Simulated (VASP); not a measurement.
# TiAl (P-6m2) in VASP: further runs

The runs below take TiAl through single point, with PBEsol, PBE, PBEsol+D3(BJ).

Everything below comes from runs of VASP 6.6.1. Logs are shortened: lines on timing, memory, paths and dates and some standing lists are left out, and cuts for length are marked.

## Step 1: The cell of the first run

It takes space group P-6m2 (No. 187, hexagonal). The conventional cell has a = 2.867 Å, b = 2.867 Å, c = 4.678 Å, α = 90.00°, β = 90.00°, γ = 120.00°. Within 3.8 Å of Ti (site symmetry -6m2) lie 6 Al at 2.87 Å and 6 Ti at 2.87 Å. Within 3.8 Å of Al (site symmetry -6m2) lie 6 Ti at 2.87 Å and 6 Al at 2.87 Å.

## Step 2: Single point, PBEsol

INCAR reads:

```
SYSTEM = TiAl
PREC     = Accurate       ! precision mode
ENCUT    = 520            ! plane-wave cutoff, eV
EDIFF    = 1E-6           ! SCF threshold, eV
ISMEAR   = 0              ! smearing method
SIGMA    = 0.05           ! smearing width, eV
LREAL    = .FALSE.        ! projectors in reciprocal space
LASPH    = .TRUE.         ! aspherical terms in the spheres
NELM     = 100            ! most SCF steps
ALGO     = Normal         ! electronic algorithm
ISIF     = 2              ! what is computed and relaxed
LWAVE    = .FALSE.        ! write WAVECAR
LCHARG   = .FALSE.        ! write CHGCAR
GGA      = PS             ! functional
NBANDS   = 14             ! bands
```

KPOINTS reads:

```
Automatic mesh
0
G
  11 11 6
  0 0 0
```

POSCAR reads:

```
TiAl
1.0
    2.8672622327      0.0000000000      0.0000000000
   -1.4336311163      2.4831219328      0.0000000000
    0.0000000000      0.0000000000      4.6780830000
Ti Al
1 1
Direct
    0.0000000000      0.0000000000      0.0000000000
    0.3333333333      0.6666666667      0.5000000000
```

Potentials or basis: VASP PAW PBE potentials, release 64 (Ti_sv, Al).

Launch:

```console
cat potpaw_PBE.64/Ti_sv/POTCAR potpaw_PBE.64/Al/POTCAR > POTCAR
mpirun -np 1 vasp_std > vasp.out
```

OUTCAR:

```text
SYSTEM = TiAl
   PREC = Accurate
   ENCUT = 520
   EDIFF = 1E-6
   ISMEAR = 0
   LREAL = .FALSE.
   LASPH = .TRUE.
   NELM = 100
   ISIF = 2
   GGA = PS

 ion  position               nearest neighbor table
   1  0.000  0.000  0.000-   2 2.87   2 2.87   2 2.87   2 2.87   2 2.87   2 2.87
   2  0.333  0.667  0.500-   1 2.87   1 2.87   1 2.87   1 2.87   1 2.87   1 2.87

  LATTYP: Found a hexagonal cell.
 ALAT       =     2.8672622327
 C/A-ratio  =     1.6315504549

  Lattice vectors:

 A1 = (   2.8672622327,   0.0000000000,   0.0000000000)
 A2 = (  -1.4336311163,   2.4831219328,   0.0000000000)
 A3 = (   0.0000000000,   0.0000000000,   4.6780830000)

Analysis of symmetry for initial positions (statically):
=====================================================================
 Subroutine PRICEL returns:
 Original cell was already a primitive cell.

 Routine SETGRP: Setting up the symmetry group for a
 hexagonal supercell.

 Subroutine GETGRP returns: Found 12 space group operations
 (whereof 12 operations were pure point group operations)
 out of a pool of 24 trial point group operations.

The static configuration has the point symmetry D_3h.

Analysis of symmetry for dynamics (positions and initial velocities):
=====================================================================
 Subroutine PRICEL returns:
 Original cell was already a primitive cell.

 Routine SETGRP: Setting up the symmetry group for a
 hexagonal supercell.

 Subroutine GETGRP returns: Found 12 space group operations
 (whereof 12 operations were pure point group operations)
 out of a pool of 24 trial point group operations.

The dynamic configuration has the point symmetry D_3h.

 Subroutine INISYM returns: Found 12 space group operations
 (whereof 12 operations are pure point group operations),
 and found     1 'primitive' translations

----------------------------------------------------------------------------------------

                                     Primitive cell

  volume of cell :      33.3068

  direct lattice vectors                    reciprocal lattice vectors
     2.867262233  0.000000000  0.000000000     0.348764751  0.201359423  0.000000000
    -1.433631116  2.483121933  0.000000000     0.000000000  0.402718846  0.000000000
     0.000000000  0.000000000  4.678083000     0.000000000  0.000000000  0.213762774

  length of vectors
     2.867262233  2.867262233  4.678083000     0.402718846  0.402718846  0.213762774

  position of ions in fractional coordinates (direct lattice)
     0.000000000  0.000000000  0.000000000
     0.333333333  0.666666667  0.500000000

  ion indices of the primitive-cell ions
   primitive index   ion index
                 1           1
                 2           2

----------------------------------------------------------------------------------------

 KPOINTS: Automatic mesh

Automatic generation of k-mesh.
 Grid dimensions read from file:
 generate k-points for:   11   11    6

 Generating k-lattice:

  Cartesian coordinates                     Fractional coordinates (reciprocal lattice)
     0.031705886  0.018305402  0.000000000     0.090909091  0.000000000  0.000000000
     0.000000000  0.036610804  0.000000000     0.000000000  0.090909091  0.000000000
     0.000000000  0.000000000  0.035627129     0.000000000  0.000000000  0.166666667

  Length of vectors
     0.036610804  0.036610804  0.035627129

  Shift w.r.t. Gamma in fractional coordinates (k-lattice)
     0.000000000  0.000000000  0.000000000

 Subroutine IBZKPT returns following result:
 ===========================================

 Found     64 irreducible k-points:

 Following reciprocal coordinates:
            Coordinates               Weight
  0.000000  0.000000  0.000000      1.000000
  0.090909 -0.000000  0.000000      6.000000
  0.181818  0.000000  0.000000      6.000000
  0.272727  0.000000  0.000000      6.000000
  0.363636 -0.000000  0.000000      6.000000
  0.454545  0.000000  0.000000      6.000000
[... 16 lines left out ...]
  0.090909  0.090909  0.166667     12.000000
  0.181818  0.090909  0.166667     24.000000
 [... further k-points ...]
   k-points           NKPTS =     64   k-points in BZ     NKDIM =     64   number of bands    NBANDS=     14
   number of dos      NEDOS =    301   number of ions     NIONS =      2
   total plane-waves  NPLWV =  20736
   dimension x,y,z NGX =    24 NGY =   24 NGZ =   36
   dimension x,y,z NGXF=    48 NGYF=   48 NGZF=   72
   ions per type =               1   1
   NGX,Y,Z   is equivalent  to a cutoff of  13.92, 13.92, 12.79 a.u.
   NGXF,Y,Z  is equivalent  to a cutoff of  27.83, 27.83, 25.59 a.u.
 SYSTEM =  TiAl
   PREC   = accura    normal or accurate (medium, high low for compatibility)
   ISTART =      0    job   : 0-new  1-cont  2-samecut
   ICHARG =      2    charge: 1-file 2-atom 10-const
   ISPIN  =      1    spin polarized calculation?
   LNONCOLLINEAR =      F non collinear calculations
   LSORBIT =      F    spin-orbit coupling
   LASPH  =      T    aspherical Exc in radial PAW
   ENCUT  =  520.0 eV  38.22 Ry    6.18 a.u.   5.33  5.33  8.70*2*pi/ulx,y,z
   NELM   =    100;   NELMIN=  2; NELMDL= -5     # of ELM steps
   EDIFF  = 0.1E-05   stopping-criterion for ELM
   LREAL  =      F    real-space projection
   EDIFFG = 0.1E-04   stopping-criterion for IOM
   NSW    =      0    number of steps for IOM
   IBRION =     -1    ionic relax: 0-MD 1-quasi-New 2-CG
   NFREE  =      0    steps in history (QN), initial steepest desc. (CG)
   ISIF   =      2    stress and relaxation
   ISYM   =      2    0-nonsym 1-usesym 2-fastsym
   POTIM  = 0.5000    time-step for ionic-motion
   TEBEG  =    0.0;   TEEND  =   0.0 temperature during run
   PSTRESS=    0.0 pullay stress
   NELECT =      15.0000    total number of electrons
   NUPDOWN=      -1.0000    fix difference up-down
   EMIN   =  10.00;   EMAX   =-10.00  energy-range for DOS
   EFERMI =   0.00;   METHOD = LEGACY
   ISMEAR =     0;   SIGMA  =   0.05  broadening in eV -4-tet -1-fermi 0-gaus
   EFERMI_NEDOS =   21; number of points for ismear=-14 and -15
   IALGO  =     38    algorithm
   IMIX   =      4    mixing-type and parameters
     AMIX     =   0.40;   BMIX     =  1.00
     AMIX_MAG =   1.60;   BMIX_MAG =  1.00
  volume/ion in A,a.u.               =      16.65       112.38
  Fermi-wavevector in a.u.,A,eV,Ry     =   1.254857  2.371335 21.424622  1.574665
  Thomas-Fermi vector in A             =   2.388641
   LORBIT       =      0    0 simple, 1 ext, 2 COOP (PROOUT), +10 PAW based schemes
   GGA     = PS    functional components
   LHFCALC =     F    Hartree Fock is set to
   AEXX    =    0.0000 exact exchange contribution
   IVDW    =     0    specifies the selected vdW correction
   LEPSILON=     F    determine dielectric tensor
   LRPA    =     F    only Hartree local field effects (RPA)
 non-spin polarized calculation
 Gauss-broadening in eV      SIGMA  =   0.05
  energy-cutoff  :      520.00
  volume of cell :       33.31
 maximum number of plane-waves:       917
 NGX is ok and might be reduce to    24
   NGX = 11   NGY = 11   NGZ = 17

 number of electron      15.0000001 magnetization

 Free energy of the ion-electron system (eV)
  ---------------------------------------------------
  ext. energy  EPLUGINS =         0.00000000
  ---------------------------------------------------
  free energy    TOTEN  =       -12.92090282 eV

  energy without entropy =      -12.91658613  energy(sigma->0) =      -12.91874448

 E-fermi :   7.7337     XC(G=0): -11.0325

 val. band max:        7.7185661196   @ k =   0.2727   0.0000   0.5000
 cond. band min:       7.7438694442   @ k =   0.4545   0.0909   0.3333
 fundamental gap:      0.0253033246
 Fermi energy:         7.7337464525

 k-point     1 :       0.0000    0.0000    0.0000
  band No.  band energies     occupation
      1     -48.5329      2.00000
      2     -24.9532      2.00000
      3     -24.5316      2.00000
      4     -24.5316      2.00000
      5      -1.1383      2.00000
      6       5.4578      2.00000
      7       5.9523      2.00000
      8       9.0359      0.00000
      9       9.0359      0.00000
     10      10.5216      0.00000
     11      10.5216      0.00000
     12      11.6645      0.00000
     13      20.6645      0.00000
     14      20.6645      0.00000

 k-point     2 :       0.0909   -0.0000    0.0000
  band No.  band energies     occupation
      1     -48.5253      2.00000
      2     -24.9456      2.00000
      3     -24.5792      2.00000
      4     -24.5423      2.00000
      5      -0.9329      2.00000
      6       5.6802      2.00000
      7       5.9767      2.00000
      8       8.8433      0.00000
      9       9.2030      0.00000
     10      10.4652      0.00000
     11      10.5678      0.00000
     12      11.7114      0.00000
     13      18.1839      0.00000
     14      19.2972      0.00000

 k-point     3 :       0.1818    0.0000    0.0000
  band No.  band energies     occupation
      1     -48.5048      2.00000
      2     -24.9254      2.00000
      3     -24.7057      2.00000
      4     -24.5711      2.00000
      5      -0.3256      2.00000
      6       6.0408      2.00000
      7       6.2595      2.00000
      8       8.3944      0.00000
      9       9.6770      0.00000
     10      10.3170      0.00000
     11      10.7245      0.00000
     12      11.8222      0.00000
     13      15.2488      0.00000
     14      17.9412      0.00000
[... 324 lines left out ...]
 k-point    23 :       0.0909    0.0909    0.1667
  band No.  band energies     occupation
      1     -48.5113      2.00000
      2     -24.9328      2.00000
      3     -24.6633      2.00000
      4     -24.5650      2.00000
      5      -0.3688      2.00000
      6       4.8554      2.00000
      7       6.9664      2.00000
      8       8.5164      0.00000
      9       9.5417      0.00000
     10      10.2747      0.00000
     11      10.3035      0.00000
     12      12.7138      0.00000
     13      16.6950      0.00000
     14      17.1077      0.00000

 k-point    24 :       0.1818    0.0909    0.1667
  band No.  band energies     occupation
      1     -48.4875      2.00000
      2     -24.9092      2.00000
      3     -24.8006      2.00000
      4     -24.6055      2.00000
      5       0.4110      2.00000
      6       5.3867      2.00000
      7       7.2133      2.00000
      8       8.0566      0.00000
      9      10.0036      0.00000
     10      10.1430      0.00000
     11      10.2474      0.00000
     12      12.9520      0.00000
     13      14.3846      0.00000
     14      15.8675      0.00000

 [... further k-points ...]

------------------------ aborting loop because EDIFF is reached ----------------------------------------

  FORCE on cell =-STRESS in cart. coord.  units (eV):
  Direction    XX          YY          ZZ          XY          YZ          ZX
  --------------------------------------------------------------------------------------
  -------------------------------------------------------------------------------------
  Total       -0.5177784     -0.5177784     -0.7668016     -0.0000000      0.0000000      0.0000000
  in kB      -24.9069829    -24.9069829    -36.8858831     -0.0000000      0.0000000      0.0000000
  external PRESSURE =     -28.8999496 kB  Pullay stress =       0.0000000 kB

 VOLUME and BASIS-vectors are now :
 -----------------------------------------------------------------------------
  energy-cutoff  :      520.00
  volume of cell :       33.31
      direct lattice vectors                 reciprocal lattice vectors
     2.867262233  0.000000000  0.000000000     0.348764751  0.201359423  0.000000000
    -1.433631116  2.483121933  0.000000000     0.000000000  0.402718846  0.000000000
     0.000000000  0.000000000  4.678083000     0.000000000  0.000000000  0.213762774

 POSITION                                       TOTAL-FORCE (eV/Angst)
 -----------------------------------------------------------------------------------
      0.00000      0.00000      0.00000        -0.000000      0.000000      0.000000
     -0.00000      1.65541      2.33904         0.000000      0.000000      0.000000
 -----------------------------------------------------------------------------------
    total drift:                                0.000000     -0.000000      0.000000

  FREE ENERGIE OF THE ION-ELECTRON SYSTEM (eV)
  ---------------------------------------------------
  free  energy   TOTEN  =       -12.9209028231 eV

  energy  without entropy=      -12.9165861323  energy(sigma->0) =      -12.91874448
```

Wall time 11 s (1 thread of Intel Xeon 6975P-C (Granite Rapids), shared host); peak memory 0.16 GiB.

Results:

```yaml
Free_energy: -12.9209 eV
Pressure: -2.9 GPa
```

Caveat: the PAW data sets were made with another functional, which shifts forces and pressure a little.

[end of part 1 of 2]
